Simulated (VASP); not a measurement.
# TaTl (P4/mmm) in VASP: notebook

Runs on TaTl. Level: PBE. Tasks: single point.

All numbers are computed with VASP 6.6.1; they aren't measurements. Logs are shortened: lines on timing, memory, paths and dates and some standing lists are left out, and cuts for length are marked.

**1. The cell of the first run**

The structure is tetragonal, space group P4/mmm (No. 123). Conventional cell: a = 3.401 Å, b = 3.401 Å, c = 4.203 Å, α = 90.00°, β = 90.00°, γ = 90.00°. Ta (site symmetry 4/mmm) has 8 Tl at 3.19 Å and 4 Ta at 3.40 Å within 4.2 Å. Within 4.2 Å of Tl (site symmetry 4/mmm) lie 8 Ta at 3.19 Å and 4 Tl at 3.40 Å.

**2. Single point, PBE (volume scaled by 0.94)**

Contents of INCAR:

```
ALGO     = Normal         # electronic algorithm
EDIFF    = 1E-6           # SCF threshold, eV
ENCUT    = 520            # plane-wave cutoff, eV
GGA      = PE             # functional
ISIF     = 2              # what is computed and relaxed
ISMEAR   = -1             # smearing method
LASPH    = True           # aspherical terms in the spheres
LCHARG   = False          # write CHGCAR
LREAL    = False          # projectors in reciprocal space
LWAVE    = False          # write WAVECAR
NBANDS   = 19             # bands
NELM     = 80             # most SCF steps
PREC     = Accurate       # precision mode
SIGMA    = 0.05           # smearing width, eV
```

Contents of KPOINTS:

```
k-points
0
Gamma
  8 8 6
```

Contents of POSCAR:

```
TaTl
1.0
    3.4013082974      0.0000000000      0.0000000000
    0.0000000000      3.4013082974      0.0000000000
    0.0000000000      0.0000000000      4.2028736054
Ta Tl
1 1
Direct
    0.5000000000      0.5000000000      0.5000000000
    0.0000000000      0.0000000000      0.0000000000
```

Potentials or basis: VASP PAW PBE potentials, release 64 (Ta_pv, Tl_d).

Launch:

```console
cat potpaw_PBE.64/Ta_pv/POTCAR potpaw_PBE.64/Tl_d/POTCAR > POTCAR
mpirun -np 1 vasp_std > vasp.out
```

OUTCAR:

```text
EDIFF = 1E-6
   ENCUT = 520
   GGA = PE
   ISIF = 2
   ISMEAR = -1
   LASPH = True
   LREAL = False
   NELM = 80
   PREC = Accurate

 ion  position               nearest neighbor table
   1  0.500  0.500  0.500-   2 3.19   2 3.19   2 3.19   2 3.19   2 3.19   2 3.19   2 3.19   2 3.19

   2  0.000  0.000  0.000-   1 3.19   1 3.19   1 3.19   1 3.19   1 3.19   1 3.19   1 3.19   1 3.19

  LATTYP: Found a simple tetragonal cell.
 ALAT       =     3.4013082974
 C/A-ratio  =     1.2356638205

  Lattice vectors:

 A1 = (   3.4013082974,   0.0000000000,   0.0000000000)
 A2 = (   0.0000000000,   3.4013082974,   0.0000000000)
 A3 = (   0.0000000000,   0.0000000000,   4.2028736054)

Analysis of symmetry for initial positions (statically):
=====================================================================
 Subroutine PRICEL returns:
 Original cell was already a primitive cell.

 Routine SETGRP: Setting up the symmetry group for a
 simple tetragonal supercell.

 Subroutine GETGRP returns: Found 16 space group operations
 (whereof 16 operations were pure point group operations)
 out of a pool of 16 trial point group operations.

The static configuration has the point symmetry D_4h.

Analysis of symmetry for dynamics (positions and initial velocities):
=====================================================================
 Subroutine PRICEL returns:
 Original cell was already a primitive cell.

 Routine SETGRP: Setting up the symmetry group for a
 simple tetragonal supercell.

 Subroutine GETGRP returns: Found 16 space group operations
 (whereof 16 operations were pure point group operations)
 out of a pool of 16 trial point group operations.

The dynamic configuration has the point symmetry D_4h.

 Subroutine INISYM returns: Found 16 space group operations
 (whereof 16 operations are pure point group operations),
 and found     1 'primitive' translations

----------------------------------------------------------------------------------------

                                     Primitive cell

  volume of cell :      48.6226

  direct lattice vectors                    reciprocal lattice vectors
     3.401308297  0.000000000  0.000000000     0.294004516  0.000000000  0.000000000
     0.000000000  3.401308297  0.000000000     0.000000000  0.294004516  0.000000000
     0.000000000  0.000000000  4.202873605     0.000000000  0.000000000  0.237932447

  length of vectors
     3.401308297  3.401308297  4.202873605     0.294004516  0.294004516  0.237932447

  position of ions in fractional coordinates (direct lattice)
     0.500000000  0.500000000  0.500000000
     0.000000000  0.000000000  0.000000000

  ion indices of the primitive-cell ions
   primitive index   ion index
                 1           1
                 2           2

----------------------------------------------------------------------------------------

 KPOINTS: k-points

Automatic generation of k-mesh.
 Grid dimensions read from file:
 generate k-points for:    8    8    6

 Generating k-lattice:

  Cartesian coordinates                     Fractional coordinates (reciprocal lattice)
     0.036750565  0.000000000  0.000000000     0.125000000  0.000000000  0.000000000
     0.000000000  0.036750565  0.000000000     0.000000000  0.125000000  0.000000000
     0.000000000  0.000000000  0.039655408     0.000000000  0.000000000  0.166666667

  Length of vectors
     0.036750565  0.036750565  0.039655408

  Shift w.r.t. Gamma in fractional coordinates (k-lattice)
     0.000000000  0.000000000  0.000000000

 Subroutine IBZKPT returns following result:
 ===========================================

 Found     60 irreducible k-points:

 Following reciprocal coordinates:
            Coordinates               Weight
  0.000000  0.000000  0.000000      1.000000
  0.125000  0.000000  0.000000      4.000000
  0.250000  0.000000  0.000000      4.000000
  0.375000  0.000000  0.000000      4.000000
  0.500000  0.000000  0.000000      2.000000
  0.125000  0.125000  0.000000      4.000000
[... 16 lines left out ...]
  0.375000  0.125000  0.166667     16.000000
  0.500000  0.125000  0.166667      8.000000
 [... further k-points ...]
   k-points           NKPTS =     60   k-points in BZ     NKDIM =     60   number of bands    NBANDS=     19
   number of dos      NEDOS =    301   number of ions     NIONS =      2
   total plane-waves  NPLWV =  25088
   dimension x,y,z NGX =    28 NGY =   28 NGZ =   32
   dimension x,y,z NGXF=    56 NGYF=   56 NGZF=   64
   ions per type =               1   1
   NGX,Y,Z   is equivalent  to a cutoff of  13.69, 13.69, 12.66 a.u.
   NGXF,Y,Z  is equivalent  to a cutoff of  27.37, 27.37, 25.32 a.u.
 SYSTEM =  unknown system
   PREC   = accura    normal or accurate (medium, high low for compatibility)
   ISTART =      0    job   : 0-new  1-cont  2-samecut
   ICHARG =      2    charge: 1-file 2-atom 10-const
   ISPIN  =      1    spin polarized calculation?
   LNONCOLLINEAR =      F non collinear calculations
   LSORBIT =      F    spin-orbit coupling
   LASPH  =      T    aspherical Exc in radial PAW
   ENCUT  =  520.0 eV  38.22 Ry    6.18 a.u.   6.32  6.32  7.81*2*pi/ulx,y,z
   NELM   =     80;   NELMIN=  2; NELMDL= -5     # of ELM steps
   EDIFF  = 0.1E-05   stopping-criterion for ELM
   LREAL  =      F    real-space projection
   EDIFFG = 0.1E-04   stopping-criterion for IOM
   NSW    =      0    number of steps for IOM
   IBRION =     -1    ionic relax: 0-MD 1-quasi-New 2-CG
   NFREE  =      0    steps in history (QN), initial steepest desc. (CG)
   ISIF   =      2    stress and relaxation
   ISYM   =      2    0-nonsym 1-usesym 2-fastsym
   POTIM  = 0.5000    time-step for ionic-motion
   TEBEG  =    0.0;   TEEND  =   0.0 temperature during run
   PSTRESS=    0.0 pullay stress
   NELECT =      24.0000    total number of electrons
   NUPDOWN=      -1.0000    fix difference up-down
   EMIN   =  10.00;   EMAX   =-10.00  energy-range for DOS
   EFERMI =   0.00;   METHOD = LEGACY
   ISMEAR =    -1;   SIGMA  =   0.05  broadening in eV -4-tet -1-fermi 0-gaus
   EFERMI_NEDOS =   21; number of points for ismear=-14 and -15
   IALGO  =     38    algorithm
   IMIX   =      4    mixing-type and parameters
     AMIX     =   0.40;   BMIX     =  1.00
     AMIX_MAG =   1.60;   BMIX_MAG =  1.00
  volume/ion in A,a.u.               =      24.31       164.06
  Fermi-wavevector in a.u.,A,eV,Ry     =   1.293796  2.444920 22.774902  1.673908
  Thomas-Fermi vector in A             =   2.425419
   LORBIT       =      0    0 simple, 1 ext, 2 COOP (PROOUT), +10 PAW based schemes
   GGA     = PE    functional components
[... 5 lines left out ...]
 non-spin polarized calculation
  energy-cutoff  :      520.00
  volume of cell :       48.62
 maximum number of plane-waves:      1332
 NGX is ok and might be reduce to    28
   NGX = 13   NGY = 13   NGZ = 15

 number of electron      23.9999997 magnetization

 Free energy of the ion-electron system (eV)
  ---------------------------------------------------
  ext. energy  EPLUGINS =         0.00000000
  ---------------------------------------------------
  free energy    TOTEN  =       -12.10025852 eV

  energy without entropy =      -12.08673554  energy(sigma->0) =      -12.09349703

 E-fermi :   6.1408     XC(G=0): -11.1188

 val. band max:        6.1049094156   @ k =   0.2500   0.2500   0.3333
 cond. band min:       6.1683999387   @ k =   0.1250   0.0000   0.5000
 fundamental gap:      0.0634905231
 Fermi energy:         6.1408343421

 k-point     1 :       0.0000    0.0000    0.0000
  band No.  band energies     occupation
      1     -29.2701      2.00000
      2     -29.0731      2.00000
      3     -29.0731      2.00000
      4      -5.5642      2.00000
      5      -5.3804      2.00000
      6      -5.0716      2.00000
[... 11 lines left out ...]
     18      10.9928      0.00000
     19      17.6285      0.00000

 k-point     2 :       0.1250    0.0000    0.0000
  band No.  band energies     occupation
      1     -29.2683      2.00000
      2     -29.0931      2.00000
      3     -29.0715      2.00000
      4      -5.5169      2.00000
      5      -5.3382      2.00000
      6      -5.1037      2.00000
[... 11 lines left out ...]
     18      11.9296      0.00000
     19      17.3030      0.00000

 k-point     3 :       0.2500    0.0000    0.0000
  band No.  band energies     occupation
      1     -29.2640      2.00000
      2     -29.1411      2.00000
      3     -29.0677      2.00000
      4      -5.4468      2.00000
      5      -5.2017      2.00000
      6      -5.1798      2.00000
[... 11 lines left out ...]
     18      13.0427      0.00000
     19      15.9924      0.00000

 k-point     4 :       0.3750    0.0000    0.0000
  band No.  band energies     occupation
      1     -29.2598      2.00000
      2     -29.1887      2.00000
      3     -29.0639      2.00000
      4      -5.4039      2.00000
      5      -5.2539      2.00000
      6      -5.1206      2.00000
[... 11 lines left out ...]
     18      14.6904      0.00000
     19      14.7765      0.00000

 k-point     5 :       0.5000    0.0000    0.0000
  band No.  band energies     occupation
      1     -29.2580      2.00000
      2     -29.2082      2.00000
      3     -29.0623      2.00000
      4      -5.3887      2.00000
      5      -5.2841      2.00000
      6      -5.1474      2.00000
[... 11 lines left out ...]
     18      14.0495      0.00000
     19      14.3467      0.00000
[... 334 lines left out ...]
      2     -29.0919      2.00000
      3     -29.0907      2.00000
      4      -5.4495      2.00000
      5      -5.2814      2.00000
      6      -5.1082      2.00000
[... 11 lines left out ...]
     18      14.3767      0.00000
     19      17.0251      0.00000

 k-point    22 :       0.2500    0.1250    0.1667
  band No.  band energies     occupation
      1     -29.2651      2.00000
      2     -29.1389      2.00000
      3     -29.0872      2.00000
      4      -5.3577      2.00000
      5      -5.2032      2.00000
      6      -5.1676      2.00000
[... 11 lines left out ...]
     18      14.8217      0.00000
     19      15.0290      0.00000

 k-point    23 :       0.3750    0.1250    0.1667
  band No.  band energies     occupation
      1     -29.2606      2.00000
      2     -29.1861      2.00000
      3     -29.0831      2.00000
      4      -5.3150      2.00000
      5      -5.2940      2.00000
      6      -5.1771      2.00000
[... 11 lines left out ...]
     18      13.1662      0.00000
     19      14.8317      0.00000

 k-point    24 :       0.5000    0.1250    0.1667
  band No.  band energies     occupation
      1     -29.2587      2.00000
      2     -29.2055      2.00000
      3     -29.0815      2.00000
      4      -5.3306      2.00000
      5      -5.3011      2.00000
      6      -5.2074      2.00000
[... 11 lines left out ...]
     18      13.9414      0.00000
     19      15.1457      0.00000

 [... further k-points ...]
[... 5 lines left out ...]
  --------------------------------------------------------------------------------------
  -------------------------------------------------------------------------------------
  Total       -4.9215401     -4.9215401     -2.8971173      0.0000000     -0.0000000     -0.0000000
  in kB     -162.1710333   -162.1710333    -95.4637163      0.0000000     -0.0000000     -0.0000000
  external PRESSURE =    -139.9352610 kB  Pullay stress =       0.0000000 kB

 VOLUME and BASIS-vectors are now :
 -----------------------------------------------------------------------------
  energy-cutoff  :      520.00
  volume of cell :       48.62
      direct lattice vectors                 reciprocal lattice vectors
     3.401308297  0.000000000  0.000000000     0.294004516  0.000000000  0.000000000
     0.000000000  3.401308297  0.000000000     0.000000000  0.294004516  0.000000000
     0.000000000  0.000000000  4.202873605     0.000000000  0.000000000  0.237932447

 POSITION                                       TOTAL-FORCE (eV/Angst)
 -----------------------------------------------------------------------------------
      1.70065      1.70065      2.10144         0.000000      0.000000      0.000000
      0.00000      0.00000      0.00000         0.000000      0.000000      0.000000
 -----------------------------------------------------------------------------------
    total drift:                               -0.000000      0.000000      0.000000

  FREE ENERGIE OF THE ION-ELECTRON SYSTEM (eV)
  ---------------------------------------------------
  free  energy   TOTEN  =       -12.1002585212 eV

  energy  without entropy=      -12.0867355441  energy(sigma->0) =      -12.09349703
```

It took 50 s on 1 thread of Intel Xeon Platinum 8259CL at 2.50GHz (Skylake/Cascade Lake), shared host; peak memory 0.2 GiB.

What came out:

```
Free energy            : -12.1003 eV
Pressure               : -14.0 GPa
Band gap on the k mesh : zero (band 12 reaches 6.71 eV, above the bottom of band 13 at 5.89 eV)
```

Levels at points of the mesh, in eV from the Fermi level:
```csv
k point,band 8,band 9,band 10,band 11,band 12,band 13,band 14,band 15,band 16,band 17
"(0.00, 0.00, 0.00)",-11.10,-9.68,-1.61,-1.40,0.57,1.49,1.49,2.24,3.97,4.85
"(0.50, 0.00, 0.00)",-11.13,-6.42,-5.01,-1.70,-1.19,0.34,1.43,3.41,5.29,7.04
"(0.50, 0.50, 0.00)",-10.83,-5.17,-1.26,-1.26,-0.64,0.16,0.16,2.01,3.32,4.73
"(0.00, 0.00, 0.50)",-11.09,-7.91,-5.74,-1.51,0.30,0.30,0.60,2.16,8.68,9.24
"(0.50, 0.00, 0.50)",-11.01,-6.40,-2.38,-1.93,-1.70,0.97,1.25,1.38,2.77,3.84
"(0.50, 0.50, 0.50)",-10.83,-3.28,-2.95,-2.83,-2.83,1.25,3.34,3.62,3.62,3.95
```

Caveat: spin-orbit coupling is left out, which moves the levels of the heavy elements.

**3. Single point, PBE (volume scaled by 0.96)**

Contents of INCAR:

```
PREC = Accurate
ENCUT = 520
EDIFF = 1E-6
ISMEAR = -1
SIGMA = 0.05
LREAL = False
LASPH = True
NELM = 60
ALGO = Fast
ISIF = 2
LWAVE = False
LCHARG = False
GGA = PE
NBANDS = 19
```

Contents of KPOINTS:

```
Automatic mesh
0
Gamma
  8 8 6
```

Contents of POSCAR:

```
TaTl
1.0
    3.4252619619      0.0000000000      0.0000000000
    0.0000000000      3.4252619619      0.0000000000
    0.0000000000      0.0000000000      4.2324722820
Ta Tl
1 1
Direct
    0.5000000000      0.5000000000      0.5000000000
    0.0000000000      0.0000000000      0.0000000000
```

Potentials or basis: VASP PAW PBE potentials, release 64 (Ta_pv, Tl_d).

Launch:

```console
cat potpaw_PBE.64/Ta_pv/POTCAR potpaw_PBE.64/Tl_d/POTCAR > POTCAR
mpirun -np 1 vasp_std > vasp.out
```

It took 51 s on 1 thread of Intel Xeon Platinum 8259CL at 2.50GHz (Skylake/Cascade Lake), shared host; peak memory 0.2 GiB.

Results (log left out):

| Property | Result |
| --- | --- |
| Free energy | -12.0072 eV |
| Pressure | -15.0 GPa |
| Band gap on the k mesh | zero (band 12 reaches 6.51 eV, above the bottom of band 13 at 5.70 eV) |

Stress tensor (GPa, compression positive):
```
-17.15   0.00   0.00
  0.00 -17.15   0.00
  0.00   0.00 -10.61
```

Levels at points of the mesh, in eV from the Fermi level:
```csv
k point,band 9,band 10,band 11,band 12,band 13,band 14,band 15,band 16
"(0.00, 0.00, 0.00)",-9.54,-1.58,-1.36,0.57,1.45,1.45,2.17,3.78
"(0.50, 0.00, 0.00)",-6.37,-4.91,-1.65,-1.15,0.34,1.39,3.31,5.17
"(0.50, 0.50, 0.00)",-5.13,-1.22,-1.22,-0.65,0.15,0.15,1.90,3.22
"(0.00, 0.00, 0.50)",-7.82,-5.64,-1.46,0.30,0.30,0.59,2.10,8.51
"(0.50, 0.00, 0.50)",-6.33,-2.32,-1.92,-1.67,0.94,1.20,1.34,2.65
"(0.50, 0.50, 0.50)",-3.32,-2.86,-2.75,-2.75,1.21,3.23,3.54,3.54
```

Caveat: spin-orbit coupling is left out, which moves the levels of the heavy elements.
